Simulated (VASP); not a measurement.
# Zr3H (P6/mmm) in VASP: further runs

Zr3H is run at these levels: PBE; tasks: single point, relaxation of cell and atoms.

Everything below comes from runs of VASP 6.6.1. Logs are shortened: lines on timing, memory, paths and dates and some standing lists are left out, and cuts for length are marked.

## 1. The cell of the first run

The structure is hexagonal, space group P6/mmm (No. 191). The conventional cell has a = 4.430 Å, b = 4.430 Å, c = 3.726 Å, α = 90.00°, β = 90.00°, γ = 120.00°. Zr (site symmetry mmm) has 4 Zr at 2.22 Å and 2 H at 2.22 Å within 2.9 Å. Within 2.9 Å of H (site symmetry 6/mmm) lie 6 Zr at 2.22 Å.

## 2. Single point, PBE

Contents of INCAR:

```
PREC = Accurate
ENCUT = 520
EDIFF = 1E-6
ISMEAR = 0
SIGMA = 0.1
LREAL = F
LASPH = T
NELM = 60
ALGO = Normal
ISIF = 2
LWAVE = F
LCHARG = T
GGA = PE
LELF = T
LVHAR = T
NBANDS = 26
```

Contents of KPOINTS:

```
Automatic mesh
0
Gamma
  6 6 6
```

Contents of POSCAR:

```
Zr3H
1.0
    4.4302332200      0.0000000000      0.0000000000
   -2.2151166100      3.8366945100      0.0000000000
    0.0000000000      0.0000000000      3.7264629400
Zr H
3 1
Direct
    0.5000000000      0.0000000000      0.5000000000
    0.0000000000      0.5000000000      0.5000000000
    0.5000000000      0.5000000000      0.5000000000
    0.0000000000      0.0000000000      0.5000000000
```

Potentials or basis: VASP PAW PBE potentials, release 64 (Zr_sv, H).

On the command line:

```sh
cat potpaw_PBE.64/Zr_sv/POTCAR potpaw_PBE.64/H/POTCAR > POTCAR
mpirun -np 1 vasp_std > vasp.out
```

OUTCAR:

```text
PREC = Accurate
   ENCUT = 520
   EDIFF = 1E-6
   ISMEAR = 0
   LREAL = F
   LASPH = T
   NELM = 60
   ISIF = 2
   GGA = PE

 ion  position               nearest neighbor table
   1  0.500  0.000  0.500-   2 2.22   3 2.22   3 2.22   2 2.22   4 2.22   4 2.22   2 3.84   2 3.84
                             3 3.84   3 3.84
   2  0.000  0.500  0.500-   1 2.22   4 2.22   4 2.22   1 2.22   3 2.22   3 2.22   3 3.84   3 3.84
                             1 3.84   1 3.84
   3  0.500  0.500  0.500-   1 2.22   4 2.22   1 2.22   4 2.22   2 2.22   2 2.22   2 3.84   2 3.84
                             1 3.84   1 3.84
   4  0.000  0.000  0.500-   2 2.22   3 2.22   2 2.22   3 2.22   1 2.22   1 2.22

  LATTYP: Found a hexagonal cell.
 ALAT       =     4.4302332200
 C/A-ratio  =     0.8411437401

  Lattice vectors:

 A1 = (   4.4302332200,   0.0000000000,   0.0000000000)
 A2 = (  -2.2151166100,   3.8366945100,   0.0000000000)
 A3 = (   0.0000000000,   0.0000000000,   3.7264629400)

Analysis of symmetry for initial positions (statically):
=====================================================================
 Subroutine PRICEL returns:
 Original cell was already a primitive cell.

 Routine SETGRP: Setting up the symmetry group for a
 hexagonal supercell.

 Subroutine GETGRP returns: Found 24 space group operations
 (whereof 24 operations were pure point group operations)
 out of a pool of 24 trial point group operations.

The static configuration has the point symmetry D_6h.

Analysis of symmetry for dynamics (positions and initial velocities):
=====================================================================
 Subroutine PRICEL returns:
 Original cell was already a primitive cell.

 Routine SETGRP: Setting up the symmetry group for a
 hexagonal supercell.

 Subroutine GETGRP returns: Found 24 space group operations
 (whereof 24 operations were pure point group operations)
 out of a pool of 24 trial point group operations.

The dynamic configuration has the point symmetry D_6h.

 Subroutine INISYM returns: Found 24 space group operations
 (whereof 24 operations are pure point group operations),
 and found     1 'primitive' translations

----------------------------------------------------------------------------------------

                                     Primitive cell

  volume of cell :      63.3404

[... 86 lines left out ...]
   ISPIN  =      1    spin polarized calculation?
   LNONCOLLINEAR =      F non collinear calculations
   LSORBIT =      F    spin-orbit coupling
   LASPH  =      T    aspherical Exc in radial PAW
   ENCUT  =  520.0 eV  38.22 Ry    6.18 a.u.   8.24  8.24  6.93*2*pi/ulx,y,z
   NELM   =     60;   NELMIN=  2; NELMDL= -5     # of ELM steps
   EDIFF  = 0.1E-05   stopping-criterion for ELM
   LREAL  =      F    real-space projection
   EDIFFG = 0.1E-04   stopping-criterion for IOM
   NSW    =      0    number of steps for IOM
   IBRION =     -1    ionic relax: 0-MD 1-quasi-New 2-CG
   NFREE  =      0    steps in history (QN), initial steepest desc. (CG)
   ISIF   =      2    stress and relaxation
   ISYM   =      2    0-nonsym 1-usesym 2-fastsym
   POTIM  = 0.5000    time-step for ionic-motion
   TEBEG  =    0.0;   TEEND  =   0.0 temperature during run
   PSTRESS=    0.0 pullay stress
   NELECT =      37.0000    total number of electrons
   NUPDOWN=      -1.0000    fix difference up-down
   EMIN   =  10.00;   EMAX   =-10.00  energy-range for DOS
   EFERMI =   0.00;   METHOD = LEGACY
   ISMEAR =     0;   SIGMA  =   0.10  broadening in eV -4-tet -1-fermi 0-gaus
   EFERMI_NEDOS =   21; number of points for ismear=-14 and -15
   IALGO  =     38    algorithm
   IMIX   =      4    mixing-type and parameters
     AMIX     =   0.40;   BMIX     =  1.00
     AMIX_MAG =   1.60;   BMIX_MAG =  1.00
  volume/ion in A,a.u.               =      15.84       106.86
  Fermi-wavevector in a.u.,A,eV,Ry     =   1.368512  2.586112 25.481323  1.872824
  Thomas-Fermi vector in A             =   2.494469
   LORBIT       =      0    0 simple, 1 ext, 2 COOP (PROOUT), +10 PAW based schemes
   GGA     = PE    functional components
   LHFCALC =     F    Hartree Fock is set to
   AEXX    =    0.0000 exact exchange contribution
   IVDW    =     0    specifies the selected vdW correction
   LEPSILON=     F    determine dielectric tensor
   LRPA    =     F    only Hartree local field effects (RPA)
 non-spin polarized calculation
 Gauss-broadening in eV      SIGMA  =   0.10
  energy-cutoff  :      520.00
  volume of cell :       63.34
 maximum number of plane-waves:      1732
 NGX is ok and might be reduce to    36
   NGX = 17   NGY = 17   NGZ = 13

 number of electron      36.9999998 magnetization

 Free energy of the ion-electron system (eV)
  ---------------------------------------------------
  ext. energy  EPLUGINS =         0.00000000
  ---------------------------------------------------
  free energy    TOTEN  =       -16.32427619 eV

  energy without entropy =      -16.31350477  energy(sigma->0) =      -16.31889048

 E-fermi :   9.1555     XC(G=0): -11.1396

 val. band max:        9.1478841251   @ k =   0.3333   0.3333   0.0000
 cond. band min:       9.1747065076   @ k =   0.3333  -0.0000   0.5000
 fundamental gap:      0.0268223825
 Fermi energy:         9.1554602915

 k-point     1 :       0.0000    0.0000    0.0000
  band No.  band energies     occupation
      1     -40.5558      2.00000
      2     -37.8801      2.00000
      3     -37.8801      2.00000
      4     -22.9727      2.00000
      5     -19.5415      2.00000
      6     -19.5415      2.00000
[... 685 lines left out ...]
     25      14.4573      0.00000
     26      14.9568      0.00000

 [... further k-points ...]
[... 5 lines left out ...]
  --------------------------------------------------------------------------------------
  -------------------------------------------------------------------------------------
  Total       46.3000751     46.3000750     -4.0993602      0.0000000      0.0000000      0.0000000
  in kB     1171.1476769   1171.1476749   -103.6921899      0.0000000      0.0000000      0.0000000
  external PRESSURE =     746.2010539 kB  Pullay stress =       0.0000000 kB

 VOLUME and BASIS-vectors are now :
 -----------------------------------------------------------------------------
  energy-cutoff  :      520.00
  volume of cell :       63.34
      direct lattice vectors                 reciprocal lattice vectors
     4.430233220  0.000000000  0.000000000     0.225721751  0.130320514  0.000000000
    -2.215116610  3.836694510  0.000000000     0.000000000  0.260641028  0.000000000
     0.000000000  0.000000000  3.726462940     0.000000000  0.000000000  0.268350985

 POSITION                                       TOTAL-FORCE (eV/Angst)
 -----------------------------------------------------------------------------------
      2.21512      0.00000      1.86323         0.000000      0.000000      0.000000
     -1.10756      1.91835      1.86323        -0.000000      0.000000      0.000000
      1.10756      1.91835      1.86323        -0.000000      0.000000      0.000000
      0.00000      0.00000      1.86323        -0.000000      0.000000      0.000000
 -----------------------------------------------------------------------------------
    total drift:                                0.000000      0.000000      0.000000

  FREE ENERGIE OF THE ION-ELECTRON SYSTEM (eV)
  ---------------------------------------------------
  free  energy   TOTEN  =       -16.3242761946 eV

  energy  without entropy=      -16.3135047675  energy(sigma->0) =      -16.31889048
```

OSZICAR:

```text
N       E                     dE             d eps       ncg     rms          rms(c)
DAV:   1     0.427601466489E+03    0.42760E+03   -0.20526E+04  1456   0.143E+03
DAV:   2     0.109421646638E+02   -0.41666E+03   -0.40779E+03  1680   0.449E+02
DAV:   3    -0.168250055248E+02   -0.27767E+02   -0.27271E+02  2584   0.898E+01
DAV:   4    -0.179164762435E+02   -0.10915E+01   -0.10844E+01  1938   0.181E+01
DAV:   5    -0.179454909586E+02   -0.29015E-01   -0.28991E-01  2198   0.261E+00    0.576E+01
DAV:   6    -0.165478212938E+02    0.13977E+01   -0.21358E+00  1788   0.729E+00    0.335E+01
DAV:   7    -0.163224279378E+02    0.22539E+00   -0.13411E+00  1966   0.679E+00    0.124E+00
DAV:   8    -0.163259442523E+02   -0.35163E-02   -0.11876E-01  2098   0.169E+00    0.868E-01
DAV:   9    -0.163242767648E+02    0.16675E-02   -0.13912E-02  1812   0.945E-01    0.647E-02
DAV:  10    -0.163242773953E+02   -0.63055E-06   -0.77153E-04  2066   0.171E-01    0.266E-02
DAV:  11    -0.163242761677E+02    0.12276E-05   -0.37766E-05  2136   0.451E-02    0.182E-02
DAV:  12    -0.163242761946E+02   -0.26901E-07   -0.12095E-06  1390   0.625E-03
   1 F= -.16324276E+02 E0= -.16318890E+02  d E =-.107714E-01
```

Run time: 25 s. Hardware: 1 thread of Intel Xeon Platinum 8559C (Emerald Rapids), shared host; peak memory 0.19 GiB.

What came out:

| Item | Value |
| --- | --- |
| Free energy | -16.3243 eV |
| Pressure | 74.6 GPa |

Levels at points of the mesh, in eV from the Fermi level:
```tsv
k point	band 14	band 15	band 16	band 17	band 18	band 19	band 20	band 21	band 22	band 23
(0.00, 0.00, 0.00)	-3.88	-3.80	-3.18	-2.08	-2.08	-0.11	-0.11	3.05	3.05	6.01
(0.50, 0.00, 0.00)	-2.64	-2.08	-1.89	-1.41	-0.84	0.73	1.67	2.21	2.47	3.68
(0.00, 0.00, 0.50)	-4.80	-3.11	-2.04	-2.04	-1.29	-1.29	-0.55	2.18	6.85	6.85
(0.50, 0.00, 0.50)	-3.06	-2.32	-1.71	-1.31	-0.47	0.96	2.91	3.25	4.18	4.18
```

## 3. Single point, PBE

This run uses another cell than the first one, of 20.60 Å³/atom, 1.301 times its volume.

Contents of INCAR:

```
SYSTEM = Zr3H
ALGO = Normal
EDIFF = 1E-7
ENCUT = 520
GGA = PE
ISIF = 2
ISMEAR = 0
LASPH = .True.
LCHARG = .True.
LELF = .True.
LREAL = .False.
LVHAR = .True.
LWAVE = .False.
NBANDS = 26
NELM = 60
PREC = Accurate
SIGMA = 0.1
```

Contents of KPOINTS:

```
k-points
0
Gamma
  6 6 6
  0 0 0
```

Contents of POSCAR:

```
Zr3H
1.0
    5.6627105025      0.0000000000      0.0000000000
   -2.8313552512      4.9040511494      0.0000000000
    0.0000000000      0.0000000000      2.9674062605
Zr H
3 1
Direct
    0.5000000000      0.0000000000      0.5000000000
    0.0000000000      0.5000000000      0.5000000000
    0.5000000000      0.5000000000      0.5000000000
    0.0000000000      0.0000000000      0.5000000000
```

Potentials or basis: VASP PAW PBE potentials, release 64 (Zr_sv, H).

On the command line:

```sh
cat potpaw_PBE.64/Zr_sv/POTCAR potpaw_PBE.64/H/POTCAR > POTCAR
mpirun -np 1 vasp_std > vasp.out
```

Wall time 39 s (1 thread of Intel Xeon Platinum 8559C (Emerald Rapids), shared host); peak memory 0.21 GiB.

The run converged. Its results:

```yaml
Free_energy: -25.3911 eV
Pressure: 0.1 GPa
```

Stress tensor (GPa, compression positive):
```
0.02 0.00 0.00
0.00 0.02 0.00
0.00 0.00 0.23
```

Levels at points of the mesh, in eV from the Fermi level:
```csv
k point,band 17,band 18,band 19,band 20,band 21,band 22
"(0.00, 0.00, 0.00)",-1.63,-0.50,-0.50,1.57,2.34,2.52
"(0.50, 0.00, 0.00)",-0.93,-0.89,0.36,0.44,0.60,0.86
"(0.00, 0.00, 0.50)",-1.57,-0.61,-0.61,0.53,2.71,3.48
"(0.50, 0.00, 0.50)",-1.19,-0.41,0.22,0.52,1.72,1.81
```

## 4. Relaxation of cell and atoms, PBE

Contents of INCAR:

```
SYSTEM = Zr3H
  PREC = Accurate
  ENCUT = 600
  EDIFF = 1E-6
  ISMEAR = 0
  SIGMA = 0.1
  LREAL = .False.
  LASPH = .True.
  NELM = 80
  ALGO = Normal
  ISIF = 3
  LWAVE = .False.
  LCHARG = .False.
  GGA = PE
  IBRION = 2
  NSW = 90
  EDIFFG = -0.04
```

Contents of KPOINTS:

```
regular mesh
0
Gamma
  6 6 6
  0 0 0
```

Contents of POSCAR:

```
Zr3H
1.0
    4.4302332200      0.0000000000      0.0000000000
   -2.2151166100      3.8366945100      0.0000000000
    0.0000000000      0.0000000000      3.7264629400
Zr H
3 1
Direct
    0.5000000000      0.0000000000      0.5000000000
    0.0000000000      0.5000000000      0.5000000000
    0.5000000000      0.5000000000      0.5000000000
    0.0000000000      0.0000000000      0.5000000000
```

Potentials or basis: VASP PAW PBE potentials, release 64 (Zr_sv, H).

On the command line:

```sh
cat potpaw_PBE.64/Zr_sv/POTCAR potpaw_PBE.64/H/POTCAR > POTCAR
mpirun -np 1 vasp_std > vasp.out
```

OUTCAR:

```text
SYSTEM = Zr3H
   PREC = Accurate
   ENCUT = 600
   EDIFF = 1E-6
   ISMEAR = 0
   LREAL = .False.
   LASPH = .True.
   NELM = 80
   ISIF = 3
   GGA = PE
   IBRION = 2
   NSW = 90
   EDIFFG = -0.04

 ion  position               nearest neighbor table
   1  0.500  0.000  0.500-   2 2.22   3 2.22   3 2.22   2 2.22   4 2.22   4 2.22   2 3.84   2 3.84
                             3 3.84   3 3.84
   2  0.000  0.500  0.500-   1 2.22   4 2.22   4 2.22   1 2.22   3 2.22   3 2.22   3 3.84   3 3.84
                             1 3.84   1 3.84
   3  0.500  0.500  0.500-   1 2.22   4 2.22   1 2.22   4 2.22   2 2.22   2 2.22   2 3.84   2 3.84
                             1 3.84   1 3.84
   4  0.000  0.000  0.500-   2 2.22   3 2.22   2 2.22   3 2.22   1 2.22   1 2.22

  LATTYP: Found a hexagonal cell.
 ALAT       =     4.4302332200
 C/A-ratio  =     0.8411437401

  Lattice vectors:

 A1 = (   4.4302332200,   0.0000000000,   0.0000000000)
 A2 = (  -2.2151166100,   3.8366945100,   0.0000000000)
[... 192 lines left out ...]
  external PRESSURE =     746.2729516 kB  Pullay stress =       0.0000000 kB
[... 1314 lines left out ...]
     21       7.4872      0.00000
     22       7.8138      0.00000

 [... further k-points ...]

[... ionic steps 4 to 9 ...]

--------------------------------------- Ionic step       10  -------------------------------------------

 number of electron      36.9999998 magnetization

------------------------ aborting loop because EDIFF is reached ----------------------------------------
[... 71 lines left out ...]
--------------------------------------- Ionic step       12  -------------------------------------------

 number of electron      36.9999998 magnetization

 Free energy of the ion-electron system (eV)
  ---------------------------------------------------
  ext. energy  EPLUGINS =         0.00000000
  ---------------------------------------------------
  free energy    TOTEN  =       -25.36813388 eV

  energy without entropy =      -25.35221789  energy(sigma->0) =      -25.36017588

 E-fermi :   6.8977     XC(G=0): -10.3241

 val. band max:        6.8577366842   @ k =   0.3333  -0.0000   0.3333
 cond. band min:       6.9573943472   @ k =   0.3333   0.1667   0.3333
 fundamental gap:      0.0996576631
 Fermi energy:         6.8976654028
[... 631 lines left out ...]
  FREE ENERGIE OF THE ION-ELECTRON SYSTEM (eV)
  ---------------------------------------------------
  free  energy   TOTEN  =       -25.3681338790 eV

  energy  without entropy=      -25.3522178894  energy(sigma->0) =      -25.36017588

 reached required accuracy - stopping structural energy minimisation
```

OSZICAR:

```text
N       E                     dE             d eps       ncg     rms          rms(c)
DAV:   1     0.477760473738E+03    0.47776E+03   -0.22220E+04  1240   0.187E+03
DAV:   2     0.153272376720E+02   -0.46243E+03   -0.45681E+03  1486   0.535E+02
DAV:   3    -0.165459795468E+02   -0.31873E+02   -0.31370E+02  2244   0.111E+02
[... 144 lines left out ...]
DAV:   3    -0.253679295417E+02    0.15590E-02   -0.86959E-03  1862   0.619E-01    0.152E-01
DAV:   4    -0.253680412220E+02   -0.11168E-03   -0.66363E-04  1740   0.116E-01    0.661E-02
DAV:   5    -0.253681309606E+02   -0.89739E-04   -0.33937E-04  2002   0.912E-02    0.401E-02
DAV:   6    -0.253681336424E+02   -0.26818E-05   -0.29955E-05  1586   0.422E-02    0.303E-03
DAV:   7    -0.253681338790E+02   -0.23659E-06   -0.24800E-06  1262   0.816E-03
  12 F= -.25368134E+02 E0= -.25360176E+02  d E =-.621498E-03
```

CONTCAR:

```text
Zr3H
   1.00000000000000
     5.6566701673656548    0.0000000000000000    0.0000000000000000
    -2.8283350836828274    4.8988200598881768    0.0000000000000000
    -0.0000000000000000    0.0000000000000000    2.9730356640747537
  Zr              H
     3     1
Direct
     0.5000000000000000    0.0000000000000000    0.5000000000000000
     1.0000000000000000    0.5000000000000000    0.5000000000000000
     0.5000000000000000    0.5000000000000000    0.5000000000000000
     1.0000000000000000    0.0000000000000000    0.5000000000000000

  0.00000000E+00  0.00000000E+00  0.00000000E+00
  0.00000000E+00  0.00000000E+00  0.00000000E+00
  0.00000000E+00  0.00000000E+00  0.00000000E+00
  0.00000000E+00  0.00000000E+00  0.00000000E+00
```

It took 4.1 min on 1 thread of Intel Xeon Platinum 8559C (Emerald Rapids), shared host; peak memory 0.22 GiB.

What came out:

```
Free energy                            : -25.3681 eV
Relaxed volume                         : 20.60 Å³/atom
Relaxed cell                           : a = 5.657 Å, b = 5.657 Å, c = 2.973 Å, α = 90.00°, β = 90.00°, γ = 120.00°
Space group after relaxing (to 0.05 Å) : P6/mmm (No. 191)
Energy gained by relaxing              : 2260.6 meV/atom
Ionic steps                            : 12
Pressure after relaxing                : 0.0 GPa
```

The path:
| step | energy change (eV) | largest force (eV/Å) | pressure (GPa) | volume (Å³) |
| --- | --- | --- | --- | --- |
| 1 | 0.0000 | 0.0000 | 74.63 | 63.34 |
| 2 | -4.7911 | 0.0000 | -13.46 | 146.23 |
| 3 | -8.1902 | 0.0000 | -4.57 | 98.49 |
| 4 | -8.7575 | 0.0000 | -3.15 | 90.88 |
| 5 | -8.9699 | 0.0000 | -1.54 | 86.02 |
| 6 | -8.7949 | 0.0000 | 6.06 | 76.18 |
| 7 | -9.0229 | 0.0000 | -0.35 | 83.55 |
| 8 | -9.0394 | 0.0000 | 0.68 | 81.69 |
| 9 | -9.0391 | 0.0000 | 0.90 | 81.35 |
| 10 | -9.0406 | 0.0000 | -0.14 | 82.45 |
| 11 | -9.0416 | 0.0000 | 0.25 | 82.02 |
| 12 | -9.0422 | 0.0000 | -0.01 | 82.39 |

Final structure:
```cif
data_structure
_symmetry_space_group_name_H-M 'P 1'
_symmetry_Int_Tables_number 1
_cell_length_a 5.6567
_cell_length_b 5.6567
_cell_length_c 2.9730
_cell_angle_alpha 90.000
_cell_angle_beta 90.000
_cell_angle_gamma 120.000
_cell_volume 82.39
loop_
_atom_site_label
_atom_site_type_symbol
_atom_site_fract_x
_atom_site_fract_y
_atom_site_fract_z
_atom_site_occupancy
Zr1 Zr 0.50000 0.00000 0.50000 1
Zr2 Zr 0.00000 0.50000 0.50000 1
Zr3 Zr 0.50000 0.50000 0.50000 1
H1 H 0.00000 0.00000 0.50000 1
```

Caveat: the volume moved by over 15 % at a fixed basis, so the end points are rough.

(Continued in part 2 of 2.)
